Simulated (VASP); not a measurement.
Crystal: Cr2Cd.

```
Cr Cd
1.0
     0.00000    2.85021    2.85021
     2.85021    0.00000    2.85021
     2.85021    2.85021    0.00000
Cr Cd
2 1
Direct
  0.25000 0.25000 0.25000
  0.75000 0.75000 0.75000
  0.00000 0.00000 0.00000
```

| Item | Value |
| --- | --- |
| Program | VASP 6.6.1 |
| Task | relaxation of cell and atoms |
| Functional | PBE |
| Potentials or basis | VASP PAW PBE potentials, release 64 (Cr_pv, Cd) |
| Cutoff | 600 eV |
| k mesh | 6 × 6 × 6 |
| Occupations | gaussian, width 0.1 eV |
| Spin | collinear spin, ferromagnetic start |
| Starting moments | [1.33, 1.33, 0.0] μB |

At the start: pressure 24.5 GPa; volume 15.44 Å³/atom.

Task: Where does the relaxation end?

Result: Over 5 steps the energy falls by 671.9 meV/atom and the volume is 22.86 Å³/atom (+48.1 %); space group Fm-3m (No. 225, to 0.1 Å) before and after; moment 8.87 μB per cell.

The path:
```tsv
step	energy change (eV)	largest force (eV/Å)	pressure (GPa)	volume (Å³)
1	0.0000	0.0000	24.47	46.31
2	-1.9629	0.0000	4.03	63.97
3	-2.0023	0.0000	1.90	66.12
4	-2.0064	0.0000	-1.41	70.55
5	-2.0158	0.0000	-0.07	68.57
```

Final structure:
```xyz
3
Lattice="0.0000 3.2486 3.2486 3.2486 0.0000 3.2486 3.2486 3.2486 0.0000" Properties=species:S:1:pos:R:3 pbc="T T T"
Cr    1.6243    1.6243    1.6243
Cr    4.8729    4.8729    4.8729
Cd    0.0000    0.0000    0.0000
```

Caveat: the volume moved by over 15 % at a fixed basis, so the end points are rough; the highest band is partly filled, so the run has too few bands.
